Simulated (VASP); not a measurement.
Runs of VASP 6.6.1 on As. It takes space group R-3m (No. 166, trigonal). Conventional cell: a = 3.762 Å, b = 3.762 Å, c = 10.542 Å, α = 90.00°, β = 90.00°, γ = 120.00°. Within 3.3 Å of As (site symmetry 3m) lie 6 As at 2.51 to 3.14 Å. 

| k mesh | gap on the mesh (eV) | pressure (GPa) | largest force (eV/Å) |
| --- | --- | --- | --- |
| 6 × 6 × 6 | none | 3.9 | 0.39 |
| 7 × 7 × 7 | none | 3.9 | (b) |
| 3 × 3 × 3 | 1.33 | 4.6 | 0.13 |
| 9 × 9 × 9 | none | 4.1 | (a) |

Alike in all rows: task single point; level PBE; potentials or basis VASP PAW PBE potentials, release 64 (As); no spin polarisation; cell as given; cutoff (eV) 500; smearing methfessel-paxton 0.05 eV.

**Question.** Fill in the values left out.

**Answer.** (a) 0.49; (b) 0.45.

Caveats: some runs use coarse meshes.

A k mesh can miss the band edges, and the runs leave out spin-orbit coupling on As.

A gap of «none» marks levels without a gap at the run's occupations.
